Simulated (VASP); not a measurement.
# Ge (Fm-3m) in VASP: a series of runs

The runs below take Ge through single point, with PBE.

Everything below comes from runs of VASP 6.6.1. Logs are shortened: lines on timing, memory, paths and dates and some standing lists are left out, and cuts for length are marked.

## (1) The cell of the first run

The structure is cubic, space group Fm-3m (No. 225). Conventional cell: a = 4.197 Å, b = 4.197 Å, c = 4.197 Å, α = 90.00°, β = 90.00°, γ = 90.00°. Ge (site symmetry m-3m) has 12 Ge at 2.97 Å within 3.9 Å.

## (2) Single point, PBE

INCAR reads:

```
SYSTEM = Ge
PREC = Accurate
ENCUT = 500
EDIFF = 1E-6
ISMEAR = 1
SIGMA = 0.025
LREAL = .False.
LASPH = .True.
NELM = 120
ALGO = Normal
ISIF = 2
LWAVE = .False.
LCHARG = .False.
GGA = PE
NBANDS = 13
GGA_COMPAT = .False.
```

KPOINTS reads:

```
regular mesh
0
Gamma
  10 10 10
  0 0 0
```

POSCAR reads:

```
Ge
1.0
    0.0000000000      2.0983605250      2.0983605250
    2.0983605250      0.0000000000      2.0983605250
    2.0983605250      2.0983605250      0.0000000000
Ge
1
Direct
   -0.0276072992      0.0047768791      0.0141419650
```

Potentials or basis: VASP PAW PBE potentials, release 64 (Ge_d).

Started as:

```sh
$ cat potpaw_PBE.64/Ge_d/POTCAR > POTCAR
$ mpirun -np 1 vasp_std > vasp.out
```

OUTCAR:

```text
SYSTEM = Ge
   PREC = Accurate
   ENCUT = 500
   EDIFF = 1E-6
   ISMEAR = 1
   LREAL = .False.
   LASPH = .True.
   NELM = 120
   ISIF = 2
   GGA = PE

 ion  position               nearest neighbor table
   1  0.972  0.005  0.014-

  LATTYP: Found a face centered cubic cell.
 ALAT       =     4.1967210500

  Lattice vectors:

 A1 = (   0.0000000000,   2.0983605250,   2.0983605250)
 A2 = (   2.0983605250,   0.0000000000,   2.0983605250)
 A3 = (   2.0983605250,   2.0983605250,   0.0000000000)

Analysis of symmetry for initial positions (statically):
=====================================================================
 Subroutine PRICEL returns:
 Original cell was already a primitive cell.

 Routine SETGRP: Setting up the symmetry group for a
 face centered cubic supercell.

 Subroutine GETGRP returns: Found 48 space group operations
 (whereof  1 operations were pure point group operations)
 out of a pool of 48 trial point group operations.

The static configuration has the point symmetry C_1 .
 The point group associated with its full space group is O_h .

Analysis of symmetry for dynamics (positions and initial velocities):
=====================================================================
 Subroutine PRICEL returns:
 Original cell was already a primitive cell.

 Routine SETGRP: Setting up the symmetry group for a
 face centered cubic supercell.

 Subroutine GETGRP returns: Found 48 space group operations
 (whereof  1 operations were pure point group operations)
 out of a pool of 48 trial point group operations.

The dynamic configuration has the point symmetry C_1 .
 The point group associated with its full space group is O_h .

 Subroutine INISYM returns: Found 48 space group operations
 (whereof  1 operations are pure point group operations),
 and found     1 'primitive' translations

----------------------------------------------------------------------------------------

                                     Primitive cell

  volume of cell :      18.4787

  direct lattice vectors                    reciprocal lattice vectors
     0.000000000  2.098360525  2.098360525    -0.238281265  0.238281265  0.238281265
     2.098360525  0.000000000  2.098360525     0.238281265 -0.238281265  0.238281265
     2.098360525  2.098360525  0.000000000     0.238281265  0.238281265 -0.238281265

  length of vectors
     2.967529913  2.967529913  2.967529913     0.412715257  0.412715257  0.412715257

  position of ions in fractional coordinates (direct lattice)
     0.972392701  0.004776879  0.014141965

  ion indices of the primitive-cell ions
   primitive index   ion index
                 1           1

----------------------------------------------------------------------------------------

 KPOINTS: regular mesh

Automatic generation of k-mesh.
 Grid dimensions read from file:
 generate k-points for:   10   10   10

 Generating k-lattice:

  Cartesian coordinates                     Fractional coordinates (reciprocal lattice)
    -0.023828126  0.023828126  0.023828126     0.100000000  0.000000000  0.000000000
     0.023828126 -0.023828126  0.023828126     0.000000000  0.100000000  0.000000000
     0.023828126  0.023828126 -0.023828126     0.000000000  0.000000000  0.100000000

  Length of vectors
     0.041271526  0.041271526  0.041271526

  Shift w.r.t. Gamma in fractional coordinates (k-lattice)
     0.000000000  0.000000000  0.000000000

 Subroutine IBZKPT returns following result:
 ===========================================

 Found     47 irreducible k-points:

 Following reciprocal coordinates:
            Coordinates               Weight
  0.000000  0.000000  0.000000      1.000000
  0.100000  0.000000  0.000000      8.000000
  0.200000  0.000000  0.000000      8.000000
  0.300000  0.000000  0.000000      8.000000
  0.400000  0.000000  0.000000      8.000000
  0.500000  0.000000  0.000000      4.000000
[... 16 lines left out ...]
  0.300000  0.300000  0.000000      6.000000
  0.400000  0.300000  0.000000     24.000000
 [... further k-points ...]
   k-points           NKPTS =     47   k-points in BZ     NKDIM =     47   number of bands    NBANDS=     13
   number of dos      NEDOS =    301   number of ions     NIONS =      1
   total plane-waves  NPLWV =  13824
   dimension x,y,z NGX =    24 NGY =   24 NGZ =   24
   dimension x,y,z NGXF=    48 NGYF=   48 NGZF=   48
   ions per type =               1
   NGX,Y,Z   is equivalent  to a cutoff of  13.45, 13.45, 13.45 a.u.
   NGXF,Y,Z  is equivalent  to a cutoff of  26.89, 26.89, 26.89 a.u.
 SYSTEM =  Ge
   PREC   = accura    normal or accurate (medium, high low for compatibility)
   ISTART =      0    job   : 0-new  1-cont  2-samecut
   ICHARG =      2    charge: 1-file 2-atom 10-const
   ISPIN  =      1    spin polarized calculation?
   LNONCOLLINEAR =      F non collinear calculations
   LSORBIT =      F    spin-orbit coupling
   LASPH  =      T    aspherical Exc in radial PAW
   ENCUT  =  500.0 eV  36.75 Ry    6.06 a.u.   5.41  5.41  5.41*2*pi/ulx,y,z
   NELM   =    120;   NELMIN=  2; NELMDL= -5     # of ELM steps
   EDIFF  = 0.1E-05   stopping-criterion for ELM
   LREAL  =      F    real-space projection
   EDIFFG = 0.1E-04   stopping-criterion for IOM
   NSW    =      0    number of steps for IOM
   IBRION =     -1    ionic relax: 0-MD 1-quasi-New 2-CG
   NFREE  =      0    steps in history (QN), initial steepest desc. (CG)
   ISIF   =      2    stress and relaxation
   ISYM   =      2    0-nonsym 1-usesym 2-fastsym
   POTIM  = 0.5000    time-step for ionic-motion
   TEBEG  =    0.0;   TEEND  =   0.0 temperature during run
   PSTRESS=    0.0 pullay stress
   NELECT =      14.0000    total number of electrons
   NUPDOWN=      -1.0000    fix difference up-down
   EMIN   =  10.00;   EMAX   =-10.00  energy-range for DOS
   EFERMI =   0.00;   METHOD = LEGACY
   ISMEAR =     1;   SIGMA  =   0.03  broadening in eV -4-tet -1-fermi 0-gaus
   EFERMI_NEDOS =   21; number of points for ismear=-14 and -15
   IALGO  =     38    algorithm
   IMIX   =      4    mixing-type and parameters
     AMIX     =   0.40;   BMIX     =  1.00
     AMIX_MAG =   1.60;   BMIX_MAG =  1.00
  volume/ion in A,a.u.               =      18.48       124.70
  Fermi-wavevector in a.u.,A,eV,Ry     =   1.492430  2.820284 30.304914  2.227348
  Thomas-Fermi vector in A             =   2.604959
   LORBIT       =      0    0 simple, 1 ext, 2 COOP (PROOUT), +10 PAW based schemes
   GGA     = PE    functional components
   LHFCALC =     F    Hartree Fock is set to
   AEXX    =    0.0000 exact exchange contribution
   IVDW    =     0    specifies the selected vdW correction
   LEPSILON=     F    determine dielectric tensor
   LRPA    =     F    only Hartree local field effects (RPA)
 non-spin polarized calculation
 Methfessel and Paxton  Order N= 1 SIGMA  =   0.03
  energy-cutoff  :      500.00
  volume of cell :       18.48
 maximum number of plane-waves:       495
 NGX is ok and might be reduce to    24
   NGX = 11   NGY = 11   NGZ = 11

 number of electron      14.0000002 magnetization

 Free energy of the ion-electron system (eV)
  ---------------------------------------------------
  ext. energy  EPLUGINS =         0.00000000
  ---------------------------------------------------
  free energy    TOTEN  =        -4.16775075 eV

  energy without entropy =       -4.16758382  energy(sigma->0) =       -4.16769511

 E-fermi :   7.0701     XC(G=0): -11.4042

 val. band max:        7.0636191605   @ k =   0.4000   0.2000   0.1000
 cond. band min:       7.1813122556   @ k =   0.4000   0.3000   0.0000
 fundamental gap:      0.1176930951
 Fermi energy:         7.0701067966

 k-point     1 :       0.0000    0.0000    0.0000
  band No.  band energies     occupation
      1     -17.7180      2.00000
      2     -17.7180      2.00000
      3     -17.7180      2.00000
      4     -17.6649      2.00000
      5     -17.6649      2.00000
      6      -6.3277      2.00000
      7      16.2263      0.00000
      8      16.2263      0.00000
      9      16.2263      0.00000
     10      21.2406      0.00000
     11      21.2406      0.00000
     12      21.2406      0.00000
     13      22.2025      0.00000

 k-point     2 :       0.1000    0.0000    0.0000
  band No.  band energies     occupation
      1     -17.7181      2.00000
      2     -17.7129      2.00000
      3     -17.7129      2.00000
      4     -17.6651      2.00000
      5     -17.6651      2.00000
      6      -6.0739      2.00000
      7      13.9487      0.00000
      8      15.8476      0.00000
      9      15.8476      0.00000
     10      20.1625      0.00000
     11      21.9037      0.00000
     12      21.9037      0.00000
     13      24.7065      0.00000

 k-point     3 :       0.2000    0.0000    0.0000
  band No.  band energies     occupation
      1     -17.7184      2.00000
      2     -17.7049      2.00000
      3     -17.7049      2.00000
      4     -17.6595      2.00000
      5     -17.6595      2.00000
      6      -5.3128      2.00000
      7      10.1458      0.00000
      8      15.1451      0.00000
      9      15.1451      0.00000
     10      19.5507      0.00000
     11      22.4283      0.00000
     12      22.4283      0.00000
     13      24.4909      0.00000
[... 305 lines left out ...]
 k-point    23 :       0.3000    0.3000    0.0000
  band No.  band energies     occupation
      1     -17.7587      2.00000
      2     -17.7125      2.00000
      3     -17.6431      2.00000
      4     -17.6431      2.00000
      5     -17.6347      2.00000
      6      -3.2867      2.00000
      7       9.3033      0.00000
      8      11.1069      0.00000
      9      11.1069      0.00000
     10      15.0151      0.00000
     11      15.4419      0.00000
     12      29.9540      0.00000
     13      29.9540      0.00000

 k-point    24 :       0.4000    0.3000    0.0000
  band No.  band energies     occupation
      1     -17.7605      2.00000
      2     -17.7207      2.00000
      3     -17.6424      2.00000
      4     -17.6313      2.00000
      5     -17.6173      2.00000
      6      -2.0374      2.00000
      7       7.1813     -0.00000
      8       9.2530      0.00000
      9      10.6678      0.00000
     10      14.6701      0.00000
     11      16.4940      0.00000
     12      28.9897      0.00000
     13      29.8002      0.00000

 [... further k-points ...]

------------------------ aborting loop because EDIFF is reached ----------------------------------------

  FORCE on cell =-STRESS in cart. coord.  units (eV):
  Direction    XX          YY          ZZ          XY          YZ          ZX
  --------------------------------------------------------------------------------------
  -------------------------------------------------------------------------------------
  Total        0.4149533      0.4149533      0.4149533     -0.0000000      0.0000000      0.0000000
  in kB       35.9782057     35.9782057     35.9782057     -0.0000000      0.0000000      0.0000000
  external PRESSURE =      35.9782057 kB  Pullay stress =       0.0000000 kB

 VOLUME and BASIS-vectors are now :
 -----------------------------------------------------------------------------
  energy-cutoff  :      500.00
  volume of cell :       18.48
      direct lattice vectors                 reciprocal lattice vectors
     0.000000000  2.098360525  2.098360525    -0.238281265  0.238281265  0.238281265
     2.098360525  0.000000000  2.098360525     0.238281265 -0.238281265  0.238281265
     2.098360525  2.098360525  0.000000000     0.238281265  0.238281265 -0.238281265

 POSITION                                       TOTAL-FORCE (eV/Angst)
 -----------------------------------------------------------------------------------
      0.03970      2.07011      2.05045         0.000000      0.000000      0.000000
 -----------------------------------------------------------------------------------
    total drift:                               -0.000006      0.000091     -0.000007

  FREE ENERGIE OF THE ION-ELECTRON SYSTEM (eV)
  ---------------------------------------------------
  free  energy   TOTEN  =        -4.1677507525 eV

  energy  without entropy=       -4.1675838202  energy(sigma->0) =       -4.16769511
```

Run time: 9.3 s. Hardware: 1 thread of AMD EPYC 7R43 (Zen 3), shared host; peak memory 0.11 GiB.

Results:

```yaml
Free_energy: -4.1678 eV
Pressure: 3.6 GPa
Band_gap_on_the_k_mesh: zero (band 7 reaches 16.23 eV, above the bottom of band 8 at 4.69 eV)
```

## (3) Single point, PBE

INCAR reads:

```
PREC = Accurate
ENCUT = 500
EDIFF = 1E-6
ISMEAR = 0
SIGMA = 0.1
LREAL = False
LASPH = True
NELM = 120
ALGO = Normal
ISIF = 2
LWAVE = False
LCHARG = False
GGA = PE
NBANDS = 13
GGA_COMPAT = False
```

KPOINTS reads:

```
Automatic mesh
0
Gamma
  2 2 2
```

Edit POSCAR of step 2 so:

```diff
@@ -8,2 +8,2 @@
 Direct
-   -0.0276072992      0.0047768791      0.0141419650
+    0.0000000000      0.0000000000      0.0000000000
```

Potentials or basis: VASP PAW PBE potentials, release 64 (Ge_d).

Started as:

```sh
$ cat potpaw_PBE.64/Ge_d/POTCAR > POTCAR
$ mpirun -np 1 vasp_std > vasp.out
```

Run time: 3.3 s. Hardware: 1 thread of Intel Xeon 8259CL, shared host; peak memory 0.13 GiB.

Results (log left out):

```yaml
Free_energy: -6.1984 eV
Pressure: -8.8 GPa
Band_gap_on_the_k_mesh: zero (band 7 reaches 16.23 eV, above the bottom of band 8 at 9.72 eV)
```

Levels at points of the mesh, in eV from the Fermi level:
```
           k point  band 4  band 5  band 6  band 7  band 8  band 9  band 10  band 11
(0.00, 0.00, 0.00)  -27.34  -27.34  -15.98    6.58    6.58    6.58    11.59    11.59
(0.50, 0.00, 0.00)  -27.29  -27.29  -10.55   -8.29    4.44    4.44     9.79    10.23
(0.50, 0.50, 0.00)  -27.28  -27.28   -8.16   -7.00    0.07    0.07     3.90     4.12
```

Caveat: the k points lie up to 1.30 Å⁻¹ apart.

(Continued in part 2 of 2.)
